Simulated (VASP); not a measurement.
# TiAl (P-6m2) in VASP: notebook

The runs below take TiAl through single point, with PBEsol.

Everything below comes from runs of VASP 6.6.1. Logs are shortened: lines on timing, memory, paths and dates and some standing lists are left out, and cuts for length are marked.

## Step 1: The cell of the first run

The structure is hexagonal, space group P-6m2 (No. 187). The conventional cell has a = 2.848 Å, b = 2.848 Å, c = 4.620 Å, α = 90.00°, β = 90.00°, γ = 120.00°. Within 3.7 Å of Ti (site symmetry -6m2) lie 6 Al at 2.84 Å and 6 Ti at 2.85 Å. Within 3.7 Å of Al (site symmetry -6m2) lie 6 Ti at 2.84 Å and 6 Al at 2.85 Å.

## Step 2: Single point, PBEsol

INCAR

```
ALGO = Normal
EDIFF = 1E-6
ENCUT = 500
GGA = PS
GGA_COMPAT = F
ISIF = 2
ISMEAR = 0
KPAR = 4
LASPH = T
LCHARG = F
LREAL = F
LWAVE = F
NBANDS = 40
NELM = 120
PREC = Accurate
SIGMA = 0.15
```

KPOINTS

```
k-points
0
Gamma
  14 14 14
```

POSCAR

```
TiAl
1.0
   -1.4239106421      2.4662855776     -4.6199447408
   -1.4239106421      2.4662855776      4.6199447408
    5.6956425686     -0.0000000001      0.0000000000
Ti Al
4 4
Direct
    0.5000000000      0.5000000000      0.5000000000
    0.0000000000      0.0000000000      0.5000000000
    0.5000000000      0.5000000000      0.0000000000
    0.0000000000      0.0000000000      0.0000000000
    0.0833333333      0.5833333333      0.1666666667
    0.5833333333      0.0833333333      0.1666666667
    0.0833333333      0.5833333333      0.6666666667
    0.5833333333      0.0833333333      0.6666666667
```

Potentials or basis: VASP PAW PBE potentials, release 64 (Ti_sv, Al).

Launch:

```console
$ cat potpaw_PBE.64/Ti_sv/POTCAR potpaw_PBE.64/Al/POTCAR > POTCAR
$ mpirun -np 4 vasp_std > vasp.out
```

OUTCAR:

```text
EDIFF = 1E-6
   ENCUT = 500
   GGA = PS
   ISIF = 2
   ISMEAR = 0
   LASPH = T
   LREAL = F
   NELM = 120
   PREC = Accurate

 ion  position               nearest neighbor table
   1  0.500  0.500  0.500-   7 2.84   8 2.84   5 2.84   6 2.84   7 2.84   8 2.84   2 2.85   2 2.85
                             4 2.85   4 2.85   3 2.85   3 2.85
   2  0.000  0.000  0.500-   8 2.84   7 2.84   5 2.84   6 2.84   7 2.84   8 2.84   1 2.85   1 2.85
                             3 2.85   3 2.85   4 2.85   4 2.85
   3  0.500  0.500  0.000-   5 2.84   6 2.84   7 2.84   8 2.84   5 2.84   6 2.84   4 2.85   4 2.85
                             2 2.85   2 2.85   1 2.85   1 2.85
   4  0.000  0.000  0.000-   6 2.84   5 2.84   7 2.84   8 2.84   5 2.84   6 2.84   3 2.85   3 2.85
                             1 2.85   1 2.85   2 2.85   2 2.85
   5  0.083  0.583  0.167-   4 2.84   3 2.84   1 2.84   2 2.84   3 2.84   4 2.84   6 2.85   6 2.85
                             8 2.85   8 2.85   7 2.85   7 2.85
   6  0.583  0.083  0.167-   3 2.84   4 2.84   1 2.84   2 2.84   3 2.84   4 2.84   5 2.85   5 2.85
                             7 2.85   7 2.85   8 2.85   8 2.85
   7  0.083  0.583  0.667-   2 2.84   1 2.84   3 2.84   4 2.84   1 2.84   2 2.84   8 2.85   8 2.85
                             6 2.85   6 2.85   5 2.85   5 2.85
   8  0.583  0.083  0.667-   1 2.84   2 2.84   3 2.84   4 2.84   1 2.84   2 2.84   7 2.85   7 2.85
                             5 2.85   5 2.85   6 2.85   6 2.85

  LATTYP: Found a face centered orthorhombic cell.
 ALAT       =     5.6956425685
 B/A-ratio  =     1.6222734082
 C/A-ratio  =     1.7320508076

  Lattice vectors:

 A1 = (   4.2717319265,   2.4662855775,   4.6199447408)
 A2 = (   2.8478212844,   4.9325711551,   0.0000000000)
 A3 = (  -1.4239106421,   2.4662855776,   4.6199447408)

Analysis of symmetry for initial positions (statically):
=====================================================================
 Subroutine PRICEL returns following result:

  LATTYP: Found a hexagonal cell.
 ALAT       =     2.8478212843
 C/A-ratio  =     1.6222734082

  Lattice vectors:

 A1 = (  -2.8478212843,   0.0000000000,   0.0000000000)
 A2 = (   1.4239106421,  -2.4662855776,   0.0000000000)
 A3 = (  -0.0000000000,   0.0000000000,   4.6199447408)

   4 primitive cells build up your supercell.

 Routine SETGRP: Setting up the symmetry group for a
 face centered orthorhombic supercell.

 Subroutine GETGRP returns: Found  4 space group operations
 (whereof  4 operations were pure point group operations)
 out of a pool of  8 trial point group operations.

The static configuration has the point symmetry C_2v.

Analysis of symmetry for dynamics (positions and initial velocities):
=====================================================================
 Subroutine PRICEL returns following result:

  LATTYP: Found a hexagonal cell.
 ALAT       =     2.8478212843
 C/A-ratio  =     1.6222734082

  Lattice vectors:

 A1 = (  -2.8478212843,   0.0000000000,   0.0000000000)
 A2 = (   1.4239106421,  -2.4662855776,   0.0000000000)
 A3 = (  -0.0000000000,   0.0000000000,   4.6199447408)

   4 primitive cells build up your supercell.

 Routine SETGRP: Setting up the symmetry group for a
 face centered orthorhombic supercell.

 Subroutine GETGRP returns: Found  4 space group operations
 (whereof  4 operations were pure point group operations)
 out of a pool of  8 trial point group operations.

The dynamic configuration has the point symmetry C_2v.

 Subroutine INISYM returns: Found  4 space group operations
 (whereof  4 operations are pure point group operations),
 and found     4 'primitive' translations

----------------------------------------------------------------------------------------

                                     Primitive cell

  volume of cell :      32.4484

  direct lattice vectors                    reciprocal lattice vectors
    -2.847821284  0.000000000  0.000000000    -0.351145630 -0.202734024 -0.000000000
     1.423910642 -2.466285578  0.000000000    -0.000000000 -0.405468048 -0.000000000
    -0.000000000  0.000000000  4.619944741     0.000000000  0.000000000  0.216452805

  length of vectors
     2.847821284  2.847821284  4.619944741     0.405468048  0.405468048  0.216452805

  position of ions in fractional coordinates (direct lattice)
     0.000000000  0.000000000  0.000000000
     0.666666667  0.333333333  0.500000000

  ion indices of the primitive-cell ions
   primitive index   ion index
                 1           1
                 2           7

----------------------------------------------------------------------------------------

 KPOINTS: k-points

Automatic generation of k-mesh.
 Grid dimensions read from file:
 generate k-points for:   14   14   14

 Generating k-lattice:

  Cartesian coordinates                     Fractional coordinates (reciprocal lattice)
     0.000000000  0.014481002 -0.007730457     0.071428571  0.000000000  0.000000000
     0.000000000  0.014481002  0.007730457     0.000000000  0.071428571  0.000000000
     0.012540915  0.007240501  0.000000000    -0.000000000 -0.000000000  0.071428571

  Length of vectors
     0.016415218  0.016415218  0.014481002

  Shift w.r.t. Gamma in fractional coordinates (k-lattice)
     0.000000000  0.000000000  0.000000000

 Subroutine IBZKPT returns following result:
 ===========================================

 Found    428 irreducible k-points:

 Following reciprocal coordinates:
            Coordinates               Weight
  0.000000  0.000000  0.000000      1.000000
  0.071429  0.000000  0.000000      8.000000
  0.142857  0.000000  0.000000      8.000000
  0.214286  0.000000  0.000000      8.000000
  0.285714 -0.000000  0.000000      8.000000
  0.357143 -0.000000  0.000000      8.000000
[... 16 lines left out ...]
  0.214286  0.142857  0.000000      8.000000
  0.285714  0.142857  0.000000      8.000000
 [... further k-points ...]
   k-points           NKPTS =    428   k-points in BZ     NKDIM =    428   number of bands    NBANDS=     40
   number of dos      NEDOS =    301   number of ions     NIONS =      8
   total plane-waves  NPLWV =  67200
   dimension x,y,z NGX =    40 NGY =   40 NGZ =   42
   dimension x,y,z NGXF=    80 NGYF=   80 NGZF=   84
   ions per type =               4   4
   NGX,Y,Z   is equivalent  to a cutoff of  12.25, 12.25, 12.26 a.u.
   NGXF,Y,Z  is equivalent  to a cutoff of  24.51, 24.51, 24.52 a.u.
 SYSTEM =  unknown system
   PREC   = accura    normal or accurate (medium, high low for compatibility)
   ISTART =      0    job   : 0-new  1-cont  2-samecut
   ICHARG =      2    charge: 1-file 2-atom 10-const
   ISPIN  =      1    spin polarized calculation?
   LNONCOLLINEAR =      F non collinear calculations
   LSORBIT =      F    spin-orbit coupling
   LASPH  =      T    aspherical Exc in radial PAW
   ENCUT  =  500.0 eV  36.75 Ry    6.06 a.u.   9.89  9.89 10.38*2*pi/ulx,y,z
   NELM   =    120;   NELMIN=  2; NELMDL= -5     # of ELM steps
   EDIFF  = 0.1E-05   stopping-criterion for ELM
   LREAL  =      F    real-space projection
   EDIFFG = 0.1E-04   stopping-criterion for IOM
   NSW    =      0    number of steps for IOM
   IBRION =     -1    ionic relax: 0-MD 1-quasi-New 2-CG
   NFREE  =      0    steps in history (QN), initial steepest desc. (CG)
   ISIF   =      2    stress and relaxation
   ISYM   =      2    0-nonsym 1-usesym 2-fastsym
   POTIM  = 0.5000    time-step for ionic-motion
   TEBEG  =    0.0;   TEEND  =   0.0 temperature during run
   PSTRESS=    0.0 pullay stress
   NELECT =      60.0000    total number of electrons
   NUPDOWN=      -1.0000    fix difference up-down
   EMIN   =  10.00;   EMAX   =-10.00  energy-range for DOS
   EFERMI =   0.00;   METHOD = LEGACY
   ISMEAR =     0;   SIGMA  =   0.15  broadening in eV -4-tet -1-fermi 0-gaus
   EFERMI_NEDOS =   21; number of points for ismear=-14 and -15
   IALGO  =     38    algorithm
   IMIX   =      4    mixing-type and parameters
     AMIX     =   0.40;   BMIX     =  1.00
     AMIX_MAG =   1.60;   BMIX_MAG =  1.00
  volume/ion in A,a.u.               =      16.22       109.49
  Fermi-wavevector in a.u.,A,eV,Ry     =   1.265827  2.392066 21.800854  1.602318
  Thomas-Fermi vector in A             =   2.399060
   LORBIT       =      0    0 simple, 1 ext, 2 COOP (PROOUT), +10 PAW based schemes
   GGA     = PS    functional components
   LHFCALC =     F    Hartree Fock is set to
   AEXX    =    0.0000 exact exchange contribution
   IVDW    =     0    specifies the selected vdW correction
   LEPSILON=     F    determine dielectric tensor
   LRPA    =     F    only Hartree local field effects (RPA)
 non-spin polarized calculation
 Gauss-broadening in eV      SIGMA  =   0.15
  energy-cutoff  :      500.00
  volume of cell :      129.79
 maximum number of plane-waves:      3316
   NGX = 19   NGY = 19   NGZ = 21

 number of electron      60.0000003 magnetization

 Free energy of the ion-electron system (eV)
  ---------------------------------------------------
  ext. energy  EPLUGINS =         0.00000000
  ---------------------------------------------------
  free energy    TOTEN  =       -51.78541840 eV

  energy without entropy =      -51.66830764  energy(sigma->0) =      -51.72686302

 E-fermi :   8.0376     XC(G=0): -11.1447

 val. band max:        8.0363818247   @ k =   0.3571   0.2857   0.0000
 cond. band min:       8.0376808817   @ k =  -0.1429   0.2143   0.4286
 fundamental gap:      0.0012990570
 Fermi energy:         8.0375917620

 k-point     1 :       0.0000    0.0000    0.0000
  band No.  band energies     occupation
      1     -48.1973      2.00000
      2     -48.0921      2.00000
      3     -48.0920      2.00000
      4     -48.0920      2.00000
      5     -24.8000      2.00000
      6     -24.7993      2.00000
[... 32 lines left out ...]
     39      10.8686      0.00000
     40      10.8759      0.00000

 k-point     2 :       0.0714    0.0000    0.0000
  band No.  band energies     occupation
      1     -48.1960      2.00000
      2     -48.0934      2.00000
      3     -48.0921      2.00000
      4     -48.0920      2.00000
      5     -24.7956      2.00000
      6     -24.7949      2.00000
[... 32 lines left out ...]
     39      10.8590      0.00000
     40      10.8796      0.00000

 k-point     3 :       0.1429    0.0000    0.0000
  band No.  band energies     occupation
      1     -48.1921      2.00000
      2     -48.0973      2.00000
      3     -48.0921      2.00000
      4     -48.0920      2.00000
      5     -24.7829      2.00000
      6     -24.7823      2.00000
[... 32 lines left out ...]
     39      10.8269      0.00000
     40      10.8686      0.00000

 k-point     4 :       0.2143    0.0000    0.0000
  band No.  band energies     occupation
      1     -48.1859      2.00000
      2     -48.1036      2.00000
      3     -48.0921      2.00000
      4     -48.0921      2.00000
      5     -24.7629      2.00000
      6     -24.7624      2.00000
[... 32 lines left out ...]
     39      10.7818      0.00000
     40      10.8183      0.00000
[... 772 lines left out ...]
     39      10.7298      0.00000
     40      10.8935      0.00000

 k-point    23 :       0.2143    0.1429    0.0000
  band No.  band energies     occupation
      1     -48.1677      2.00000
      2     -48.1220      2.00000
      3     -48.0921      2.00000
      4     -48.0921      2.00000
      5     -24.7122      2.00000
      6     -24.7117      2.00000
[... 32 lines left out ...]
     39      10.5964      0.00000
     40      10.6598      0.00000

 k-point    24 :       0.2857    0.1429    0.0000
  band No.  band energies     occupation
      1     -48.1566      2.00000
      2     -48.1332      2.00000
      3     -48.0921      2.00000
      4     -48.0921      2.00000
      5     -24.6910      2.00000
      6     -24.6905      2.00000
[... 32 lines left out ...]
     39      10.4332      0.00000
     40      10.5797      0.00000

 [... further k-points ...]

------------------------ aborting loop because EDIFF is reached ----------------------------------------

  FORCE on cell =-STRESS in cart. coord.  units (eV):
  Direction    XX          YY          ZZ          XY          YZ          ZX
  --------------------------------------------------------------------------------------
  -------------------------------------------------------------------------------------
  Total        0.0104354      0.0102511     -0.0683706      0.0001596     -0.0000000      0.0000000
  in kB        0.1288150      0.1265402     -0.8439704      0.0019700     -0.0000000      0.0000000
  external PRESSURE =      -0.1962050 kB  Pullay stress =       0.0000000 kB

 VOLUME and BASIS-vectors are now :
 -----------------------------------------------------------------------------
  energy-cutoff  :      500.00
  volume of cell :      129.79
      direct lattice vectors                 reciprocal lattice vectors
    -1.423910642  2.466285578 -4.619944741     0.000000000  0.202734024 -0.108226403
    -1.423910642  2.466285578  4.619944741     0.000000000  0.202734024  0.108226403
     5.695642569 -0.000000000  0.000000000     0.175572815  0.101367012  0.000000000

 POSITION                                       TOTAL-FORCE (eV/Angst)
 -----------------------------------------------------------------------------------
      1.42391      2.46629      0.00000        -0.000002     -0.000001      0.000000
      2.84782     -0.00000      0.00000        -0.000002     -0.000001      0.000000
     -1.42391      2.46629      0.00000        -0.000002     -0.000001     -0.000000
      0.00000      0.00000      0.00000        -0.000002     -0.000001     -0.000000
      0.00000      1.64419      2.30997         0.000002      0.000001      0.000000
      0.00000      1.64419     -2.30997         0.000002      0.000001      0.000000
      2.84782      1.64419      2.30997         0.000002      0.000001      0.000000
      2.84782      1.64419     -2.30997         0.000002      0.000001      0.000000
 -----------------------------------------------------------------------------------
    total drift:                                0.000006      0.000001     -0.000000

  FREE ENERGIE OF THE ION-ELECTRON SYSTEM (eV)
  ---------------------------------------------------
  free  energy   TOTEN  =       -51.7854183987 eV

  energy  without entropy=      -51.6683076377  energy(sigma->0) =      -51.72686302
```

Wall time 6.2 min (4 MPI ranks of Intel Xeon Platinum 8488C (Sapphire Rapids), shared host); peak memory 1.4 GiB.

Results:

| Quantity | Value |
| --- | --- |
| Free energy | -51.7854 eV |
| Pressure | 0.0 GPa |
| Band gap on the k mesh | zero (bands 30 and 31 overlap by 1.03 eV) |

Caveat: the PAW data sets were made with another functional, which shifts forces and pressure a little.

## Step 3: Single point, PBEsol

This run uses another cell than the first one: it holds 6 atoms, not 8.

INCAR

```
SYSTEM = TiAl
PREC = Accurate ; ENCUT = 520
EDIFF = 1E-7 ; ISMEAR = 0
SIGMA = 0.15 ; LREAL = .False.
LASPH = .True. ; NELM = 60
ALGO = Fast ; ISIF = 2
LWAVE = .False. ; LCHARG = .False.
GGA = PS ; NBANDS = 32
```

KPOINTS

```
regular mesh
0
Gamma
  24 24 5
  0 0 0
```

POSCAR

```
TiAl
1.0
   -2.8478212850      0.0000000000      0.0000000000
   -1.4239106425     -2.4662855783      0.0000000000
    0.0000000000      0.0000000000     13.8598342185
Ti Al
3 3
Direct
    0.0000000000      1.0000000000      0.3333333333
    0.0000000000      1.0000000000      0.6666666667
    0.0000000000      1.0000000000      0.0000000000
    0.3333333333      0.3333333333      0.1666666667
    0.3333333333      0.3333333333      0.5000000000
    0.3333333333      0.3333333333      0.8333333333
```

Potentials or basis: VASP PAW PBE potentials, release 64 (Ti_sv, Al).

Launch:

```console
$ cat potpaw_PBE.64/Ti_sv/POTCAR potpaw_PBE.64/Al/POTCAR > POTCAR
$ mpirun -np 1 vasp_std > vasp.out
```

Wall time 37 min (1 thread of Intel Xeon 8259CL, shared host); peak memory 0.58 GiB.

It converged, with:

| Quantity | Value |
| --- | --- |
| Free energy | -38.8389 eV |
| Pressure | 0.0 GPa |
| Band gap on the k mesh | zero (an odd number of electrons rules out a gap without spin polarisation) |

Stress tensor (GPa, compression positive):
```
 0.05  0.00  0.00
 0.00  0.05  0.00
 0.00  0.00 -0.07
```

Levels at points of the mesh, in eV from the Fermi level:
```csv
k point,band 21,band 22,band 23,band 24,band 25,band 26
"(0.00, 0.00, 0.00)",-0.56,1.31,1.31,1.32,1.32,1.32
"(0.50, 0.00, 0.00)",-1.43,-1.02,0.00,0.00,1.43,1.43
```

Caveat: the PAW data sets were made with another functional, which shifts forces and pressure a little.

(Part 1 of 2 ends here.)
